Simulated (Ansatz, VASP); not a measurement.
One calculation of Ca, two programs

```
Ca
1.0
     0.00000    2.78350    2.78350
     2.78350    0.00000    2.78350
     2.78350    2.78350    0.00000
Ca
1
Direct
  0.00000 0.00000 0.00000
```

Alike in both runs: task single point; functional r2SCAN; k mesh 10 × 10 × 10; occupations fermi-dirac, width 0.01 eV; no spin polarisation.

```csv
,VASP,Ansatz
version,VASP 6.6.1,Ansatz 0.2.0
potentials or method,"VASP PAW PBE potentials, release 64 (Ca_sv), cutoff 520 eV","plane waves (500 eV) with PAW, scalar-relativistic"
valence electrons in the cell,10,10
```

|  | VASP | Ansatz | Ansatz less VASP |
| --- | --- | --- | --- |
| pressure (GPa) | 0.0 | 0.0 | -0.05 |

VASP's potentials were made for PBE, not for r2SCAN.
